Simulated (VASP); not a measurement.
# AgCl (Chlorargyrite) (I4mm) in VASP: notebook

Runs on AgCl (Chlorargyrite). Level: LDA. Tasks: single point.

Program: VASP 6.6.1. These are calculated values, not measurements. Logs are shortened: lines on timing, memory, paths and dates and some standing lists are left out, and cuts for length are marked.

### Step 1. The cell of the first run

The structure is tetragonal, space group I4mm (No. 107). Conventional cell: a = 3.868 Å, b = 3.868 Å, c = 5.470 Å, α = 90.00°, β = 90.00°, γ = 90.00°. Ag (site symmetry 4mm) has 6 Cl at 2.46 to 3.01 Å within 3.2 Å. Within 3.2 Å of Cl (site symmetry 4mm) lie 6 Ag at 2.46 to 3.01 Å.

### Step 2. Single point, LDA (shortest bond scaled by 1.1)

Contents of INCAR:

```
PREC = Accurate
ENCUT = 520
EDIFF = 1E-7
ISMEAR = -1
SIGMA = 0.03
LREAL = False
LASPH = True
NELM = 80
ALGO = Normal
ISIF = 2
LWAVE = False
LCHARG = True
LELF = True
LVHAR = True
NBANDS = 16
```

Contents of KPOINTS:

```
Automatic mesh
0
Gamma
  7 7 7
```

Contents of POSCAR:

```
AgCl
1.0
    0.0000000000      2.7350000000      2.7350000000
    2.7350000000      0.0000000000      2.7350000000
    2.7350000000      2.7350000000      0.0000000000
Ag Cl
1 1
Direct
    0.0250000000      0.0250000000     -0.0250000000
    0.4750000000      0.4750000000      0.5250000000
```

Potentials or basis: VASP PAW LDA potentials, release 64 (Ag, Cl).

Started as:

```bash
$ cat potpaw_LDA.64/Ag/POTCAR potpaw_LDA.64/Cl/POTCAR > POTCAR
$ mpirun -np 1 vasp_std > vasp.out
```

OUTCAR:

```text
PREC = Accurate
   ENCUT = 520
   EDIFF = 1E-7
   ISMEAR = -1
   LREAL = False
   LASPH = True
   NELM = 80
   ISIF = 2

 ion  position               nearest neighbor table
   1  0.025  0.025  0.975-   2 2.46   2 2.75   2 2.75   2 2.75   2 2.75   2 3.01
   2  0.475  0.475  0.525-   1 2.46   1 2.75   1 2.75   1 2.75   1 2.75   1 3.01

  LATTYP: Found a face centered cubic cell.
 ALAT       =     5.4700000000

  Lattice vectors:

 A1 = (   0.0000000000,   2.7350000000,   2.7350000000)
 A2 = (   2.7350000000,   0.0000000000,   2.7350000000)
 A3 = (   2.7350000000,   2.7350000000,   0.0000000000)

Analysis of symmetry for initial positions (statically):
=====================================================================
 Subroutine PRICEL returns:
 Original cell was already a primitive cell.

 Routine SETGRP: Setting up the symmetry group for a
 face centered cubic supercell.

 Subroutine GETGRP returns: Found  8 space group operations
 (whereof  8 operations were pure point group operations)
 out of a pool of 48 trial point group operations.

The static configuration has the point symmetry C_4v.

Analysis of symmetry for dynamics (positions and initial velocities):
=====================================================================
 Subroutine PRICEL returns:
 Original cell was already a primitive cell.

 Routine SETGRP: Setting up the symmetry group for a
 face centered cubic supercell.

 Subroutine GETGRP returns: Found  8 space group operations
 (whereof  8 operations were pure point group operations)
 out of a pool of 48 trial point group operations.

The dynamic configuration has the point symmetry C_4v.

 Subroutine INISYM returns: Found  8 space group operations
 (whereof  8 operations are pure point group operations),
 and found     1 'primitive' translations

----------------------------------------------------------------------------------------

                                     Primitive cell

  volume of cell :      40.9168

  direct lattice vectors                    reciprocal lattice vectors
     0.000000000  2.735000000  2.735000000    -0.182815356  0.182815356  0.182815356
     2.735000000  0.000000000  2.735000000     0.182815356 -0.182815356  0.182815356
     2.735000000  2.735000000  0.000000000     0.182815356  0.182815356 -0.182815356

  length of vectors
     3.867874093  3.867874093  3.867874093     0.316645486  0.316645486  0.316645486

  position of ions in fractional coordinates (direct lattice)
[... 73 lines left out ...]
   ISPIN  =      1    spin polarized calculation?
   LNONCOLLINEAR =      F non collinear calculations
   LSORBIT =      F    spin-orbit coupling
   LASPH  =      T    aspherical Exc in radial PAW
   ENCUT  =  520.0 eV  38.22 Ry    6.18 a.u.   7.19  7.19  7.19*2*pi/ulx,y,z
   NELM   =     80;   NELMIN=  2; NELMDL= -5     # of ELM steps
   EDIFF  = 0.1E-06   stopping-criterion for ELM
   LREAL  =      F    real-space projection
   EDIFFG = 0.1E-05   stopping-criterion for IOM
   NSW    =      0    number of steps for IOM
   IBRION =     -1    ionic relax: 0-MD 1-quasi-New 2-CG
   NFREE  =      0    steps in history (QN), initial steepest desc. (CG)
   ISIF   =      2    stress and relaxation
   ISYM   =      2    0-nonsym 1-usesym 2-fastsym
   POTIM  = 0.5000    time-step for ionic-motion
   TEBEG  =    0.0;   TEEND  =   0.0 temperature during run
   PSTRESS=    0.0 pullay stress
   NELECT =      18.0000    total number of electrons
   NUPDOWN=      -1.0000    fix difference up-down
   EMIN   =  10.00;   EMAX   =-10.00  energy-range for DOS
   EFERMI =   0.00;   METHOD = LEGACY
   ISMEAR =    -1;   SIGMA  =   0.03  broadening in eV -4-tet -1-fermi 0-gaus
   EFERMI_NEDOS =   21; number of points for ismear=-14 and -15
   IALGO  =     38    algorithm
   IMIX   =      4    mixing-type and parameters
     AMIX     =   0.40;   BMIX     =  1.00
     AMIX_MAG =   1.60;   BMIX_MAG =  1.00
  volume/ion in A,a.u.               =      20.46       138.06
  Fermi-wavevector in a.u.,A,eV,Ry     =   1.245083  2.352866 21.092186  1.550232
  Thomas-Fermi vector in A             =   2.379321
   LORBIT       =      0    0 simple, 1 ext, 2 COOP (PROOUT), +10 PAW based schemes
   GGA     = CA    functional components
   LHFCALC =     F    Hartree Fock is set to
   AEXX    =    0.0000 exact exchange contribution
   IVDW    =     0    specifies the selected vdW correction
   LEPSILON=     F    determine dielectric tensor
   LRPA    =     F    only Hartree local field effects (RPA)
 non-spin polarized calculation
  energy-cutoff  :      520.00
  volume of cell :       40.92
 maximum number of plane-waves:      1117
 NGX is ok and might be reduce to    30
   NGX = 15   NGY = 15   NGZ = 15

 number of electron      17.9999993 magnetization

 Free energy of the ion-electron system (eV)
  ---------------------------------------------------
  ext. energy  EPLUGINS =         0.00000000
  ---------------------------------------------------
  free energy    TOTEN  =        -6.71194523 eV

  energy without entropy =       -6.71194518  energy(sigma->0) =       -6.71194520

 E-fermi :   4.4409     XC(G=0): -10.6366

 val. band max:        3.9907755894   @ k =   0.4286   0.0000   0.0000
 cond. band min:       4.7925100046   @ k =   0.0000   0.0000   0.0000
 fundamental gap:      0.8017344152
 Fermi energy:         4.4409101610

 k-point     1 :       0.0000    0.0000    0.0000
  band No.  band energies     occupation
      1     -11.2585      2.00000
      2       0.4146      2.00000
      3       0.8857      2.00000
      4       0.8857      2.00000
      5       1.4232      2.00000
      6       1.4671      2.00000
[... 433 lines left out ...]
      3      -0.3607      2.00000
      4      -0.1726      2.00000
      5       1.7492      2.00000
      6       1.7620      2.00000
[... 8 lines left out ...]
     15      17.5322      0.00000
     16      20.4975      0.00000

 [... further k-points ...]
[... 5 lines left out ...]
  --------------------------------------------------------------------------------------
  -------------------------------------------------------------------------------------
  Total       -0.9442879     -0.9442879      0.1672815      0.0000000      0.0000000      0.0000000
  in kB      -36.9754115    -36.9754115      6.5502286      0.0000000      0.0000000      0.0000000
  external PRESSURE =     -22.4668648 kB  Pullay stress =       0.0000000 kB

 VOLUME and BASIS-vectors are now :
 -----------------------------------------------------------------------------
  energy-cutoff  :      520.00
  volume of cell :       40.92
      direct lattice vectors                 reciprocal lattice vectors
     0.000000000  2.735000000  2.735000000    -0.182815356  0.182815356  0.182815356
     2.735000000  0.000000000  2.735000000     0.182815356 -0.182815356  0.182815356
     2.735000000  2.735000000  0.000000000     0.182815356  0.182815356 -0.182815356

 POSITION                                       TOTAL-FORCE (eV/Angst)
 -----------------------------------------------------------------------------------
      2.73500      2.73500      0.13675         0.000000      0.000000     -0.475993
      2.73500      2.73500      2.59825         0.000000      0.000000      0.475993
 -----------------------------------------------------------------------------------
    total drift:                               -0.000000     -0.000000     -0.000411

  FREE ENERGIE OF THE ION-ELECTRON SYSTEM (eV)
  ---------------------------------------------------
  free  energy   TOTEN  =        -6.7119452255 eV

  energy  without entropy=       -6.7119451840  energy(sigma->0) =       -6.71194520
```

Run time: 58 s. Hardware: 1 thread of Intel Xeon 8259CL, shared host; peak memory 0.16 GiB.

Results:

```yaml
Free_energy: -6.7119 eV
Pressure: -2.2 GPa
Largest_force: 0.476 eV/Å
Band_gap_on_the_k_mesh: 0.80 eV, indirect (least direct gap 2.15 eV)
```

Forces in eV/Å, atoms in the order of the input:
```
Ag   0.000  0.000 -0.476
Cl   0.000  0.000  0.476
```

Stress tensor (GPa, compression positive):
```
-3.70  0.00  0.00
 0.00 -3.70  0.00
 0.00  0.00  0.66
```

Levels at points of the mesh, in eV from the valence-band top:
| k point | band 7 | band 8 | band 9 | band 10 | band 11 | band 12 |
| --- | --- | --- | --- | --- | --- | --- |
| (0.00, 0.00, 0.00) | -1.80 | -1.80 | -1.35 | 0.80 | 10.51 | 10.55 |

Caveat: the cell differs from its parent crystal (shortest bond scaled by 1.1). A k mesh can miss the band edges.

### Step 3. Single point, LDA (shortest bond scaled by 0.82)

Contents of INCAR:

```
SYSTEM = AgCl
PREC     = Accurate       ! precision mode
ENCUT    = 520            ! plane-wave cutoff, eV
EDIFF    = 1E-6           ! SCF threshold, eV
ISMEAR   = -1             ! smearing method
SIGMA    = 0.03           ! smearing width, eV
LREAL    = .FALSE.        ! projectors in reciprocal space
LASPH    = .TRUE.         ! aspherical terms in the spheres
NELM     = 60             ! most SCF steps
ALGO     = Normal         ! electronic algorithm
ISIF     = 2              ! what is computed and relaxed
LWAVE    = .FALSE.        ! write WAVECAR
LCHARG   = .FALSE.        ! write CHGCAR
GGA      = CA             ! functional
NBANDS   = 16             ! bands
```

Contents of KPOINTS:

```
regular mesh
0
G
  7 7 7
  0 0 0
```

Contents of POSCAR:

```
AgCl
1.0
    0.0000000000      2.7350000000      2.7350000000
    2.7350000000      0.0000000000      2.7350000000
    2.7350000000      2.7350000000      0.0000000000
Ag Cl
1 1
Direct
   -0.0450000000     -0.0450000000      0.0450000000
    0.5450000000      0.5450000000      0.4550000000
```

Potentials or basis: VASP PAW LDA potentials, release 64 (Ag, Cl).

Started as:

```bash
$ cat potpaw_LDA.64/Ag/POTCAR potpaw_LDA.64/Cl/POTCAR > POTCAR
$ mpirun -np 1 vasp_std > vasp.out
```

Wall time 53 s (1 thread of Intel Xeon 8259CL, shared host); peak memory 0.16 GiB.

Results (log left out):

```
Free energy            : -6.4833 eV
Pressure               : 2.4 GPa
Largest force          : 1.870 eV/Å
Band gap on the k mesh : 0.98 eV, indirect (least direct gap 1.54 eV)
```

Forces in eV/Å, atoms in the order of the input:
```
Ag   0.000  0.000  1.870
Cl   0.000  0.000 -1.870
```

Stress tensor (GPa, compression positive):
```
-3.43  0.00  0.00
 0.00 -3.43  0.00
 0.00  0.00 13.91
```

Levels at points of the mesh, in eV from the valence-band top:
```tsv
k point	band 6	band 7	band 8	band 9	band 10	band 11	band 12	band 13
(0.00, 0.00, 0.00)	-2.50	-1.22	-1.22	-0.56	0.98	10.10	10.10	10.11
```

Caveat: the cell differs from its parent crystal (shortest bond scaled by 0.82); forces of over 1 eV/Å act on the atoms, so gaps and moduli don't describe the material at rest. A k mesh can miss the band edges.

### Step 4. Single point, LDA (shortest bond scaled by 0.64)

Contents of INCAR:

```
SYSTEM = AgCl
  PREC = Accurate
  ENCUT = 520
  EDIFF = 1E-6
  ISMEAR = -1
  SIGMA = 0.03
  LREAL = .False.
  LASPH = .True.
  NELM = 60
  ALGO = Normal
  ISIF = 2
  LWAVE = .False.
  LCHARG = .False.
  GGA = CA
  NBANDS = 16
```

Contents of KPOINTS:

```
Automatic mesh
0
Gamma
  7 7 7
  0 0 0
```

Contents of POSCAR:

```
AgCl
1.0
    0.0000000000      2.7350000000      2.7350000000
    2.7350000000      0.0000000000      2.7350000000
    2.7350000000      2.7350000000      0.0000000000
Ag Cl
1 1
Direct
   -0.0900000000     -0.0900000000      0.0900000000
    0.5900000000      0.5900000000      0.4100000000
```

Started as:

```bash
$ cat potpaw_LDA.64/Ag/POTCAR potpaw_LDA.64/Cl/POTCAR > POTCAR
$ mpirun -np 1 vasp_std > vasp.out
```

Wall time 52 s (1 thread of Intel Xeon 8259CL, shared host); peak memory 0.16 GiB.

It converged, with:

```
Free energy            : -2.4678 eV
Pressure               : 46.0 GPa
Largest force          : 20.597 eV/Å
Band gap on the k mesh : 1.48 eV, indirect (least direct gap 1.99 eV)
```

Forces in eV/Å, atoms in the order of the input:
```
Ag    0.000   0.000  20.597
Cl    0.000   0.000 -20.597
```

Stress tensor (GPa, compression positive):
```
 -2.12   0.00   0.00
  0.00  -2.12   0.00
  0.00   0.00 142.33
```

Levels at points of the mesh, in eV from the valence-band top:
```csv
k point,band 6,band 7,band 8,band 9,band 10,band 11,band 12,band 13
"(0.00, 0.00, 0.00)",-3.87,-0.69,-0.62,-0.62,1.48,8.43,8.43,8.53
```

Caveat: the cell differs from its parent crystal (shortest bond scaled by 0.64); forces of over 1 eV/Å act on the atoms, so gaps and moduli don't describe the material at rest. A k mesh can miss the band edges.

### Step 5. Single point, LDA (shortest bond scaled by 0.58)

Contents of INCAR:

```
PREC = Accurate
ENCUT = 520
EDIFF = 1E-6
ISMEAR = -1
SIGMA = 0.03
LREAL = F
LASPH = T
NELM = 80
ALGO = Normal
ISIF = 2
LWAVE = F
LCHARG = F
GGA = CA
NBANDS = 16
```

Contents of KPOINTS:

```
Automatic mesh
0
Gamma
  7 7 7
```

Contents of POSCAR:

```
AgCl
1.0
    0.0000000000      2.7350000000      2.7350000000
    2.7350000000      0.0000000000      2.7350000000
    2.7350000000      2.7350000000      0.0000000000
Ag Cl
1 1
Direct
   -0.1050000000     -0.1050000000      0.1050000000
    0.6050000000      0.6050000000      0.3950000000
```

Started as:

```bash
$ cat potpaw_LDA.64/Ag/POTCAR potpaw_LDA.64/Cl/POTCAR > POTCAR
$ mpirun -np 1 vasp_std > vasp.out
```

Wall time 56 s (1 thread of Intel Xeon 8259CL, shared host); peak memory 0.16 GiB.

The run converged. Its results:

```
Free energy            : 2.4809 eV
Pressure               : 87.3 GPa
Largest force          : 42.313 eV/Å
Band gap on the k mesh : 1.83 eV, indirect (least direct gap 2.15 eV)
```

Forces on the atoms (eV/Å):
```
Ag    0.000   0.000  42.313
Cl    0.000   0.000 -42.313
```

Stress tensor (GPa, compression positive):
```
 -1.42   0.00   0.00
  0.00  -1.42   0.00
  0.00   0.00 264.77
```

Levels at points of the mesh, in eV from the valence-band top:
```
           k point  band 6  band 7  band 8  band 9  band 10  band 11  band 12  band 13
(0.00, 0.00, 0.00)   -4.70   -0.91   -0.40   -0.40     1.83     8.01     8.01     8.08
```

Caveat: the cell differs from its parent crystal (shortest bond scaled by 0.58); forces of over 1 eV/Å act on the atoms, so gaps and moduli don't describe the material at rest. A k mesh can miss the band edges.

### Step 6. Single point, LDA (shortest bond scaled by 0.58, level accurate)

Contents of INCAR:

```
PREC = Accurate
ENCUT = 520
EDIFF = 1E-6
ISMEAR = -1
SIGMA = 0.03
LREAL = False
LASPH = True
NELM = 100
ALGO = Normal
ISIF = 2
LWAVE = False
LCHARG = True
LELF = True
LVHAR = True
NBANDS = 16
```

Contents of KPOINTS:

```
regular mesh
0
Gamma
  7 7 7
```

POSCAR is that of step 5.

Potentials or basis: VASP PAW LDA potentials, release 64 (Ag, Cl).

Started as:

```bash
$ cat potpaw_LDA.64/Ag/POTCAR potpaw_LDA.64/Cl/POTCAR > POTCAR
$ mpirun -np 1 vasp_std > vasp.out
```

Run time: 63 s. Hardware: 1 thread of Intel Xeon 8259CL, shared host; peak memory 0.16 GiB.

The run converged. Its results:

| Quantity | Value |
| --- | --- |
| Free energy | 2.4809 eV |
| Pressure | 87.3 GPa |
| Largest force | 42.313 eV/Å |
| Band gap on the k mesh | 1.83 eV, indirect (least direct gap 2.15 eV) |

Forces in eV/Å, atoms in the order of the input:
```
Ag    0.000   0.000  42.313
Cl    0.000   0.000 -42.313
```

Stress tensor (GPa, compression positive):
```
 -1.42   0.00   0.00
  0.00  -1.42   0.00
  0.00   0.00 264.77
```

Levels at points of the mesh, in eV from the valence-band top:
| k point | band 7 | band 8 | band 9 | band 10 | band 11 | band 12 |
| --- | --- | --- | --- | --- | --- | --- |
| (0.00, 0.00, 0.00) | -0.91 | -0.40 | -0.40 | 1.83 | 8.01 | 8.01 |

Caveat: the cell differs from its parent crystal (shortest bond scaled by 0.58, level accurate); forces of over 1 eV/Å act on the atoms, so gaps and moduli don't describe the material at rest. A k mesh can miss the band edges.
